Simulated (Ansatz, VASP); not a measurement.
**One calculation of Ge, two programs**

```
Ge
1.0
     0.11315    2.88535    2.88535
     2.88535    0.11315    2.88535
     2.88535    2.88535    0.11315
Ge
2
Cartesian
  2.9419 2.9419 2.9419
  4.4129 4.4129 4.4129
```

Change from the starting cell: equal xy, yz and zx shear strains of +4 %.

Alike in both runs: task single point; functional PBE; k mesh 10 × 10 × 10; occupations fermi-dirac, width 0.05 eV; no spin polarisation.

|  | VASP | Ansatz |
| --- | --- | --- |
| version | VASP 6.6.1 | Ansatz 0.2.0 |
| potentials or method | VASP PAW PBE potentials, release 64 (Ge_d), cutoff 520 eV | all-electron LAPW, scalar-relativistic |

|  | VASP | Ansatz | Ansatz less VASP |
| --- | --- | --- | --- |
| pressure (GPa) | 4.2 | 4.2 | +0.03 |
| traceless stress, the component that is largest in VASP (GPa) | -3.16 | -3.16 | -0.002 |
| rms of the force components (eV/Å) | 0.301 | 0.302 | +0.0012 |

Atom by atom the forces differ by 0.001 eV/Å (rms over components). Ansatz ran all-electron here, and VASP with PAW potentials.
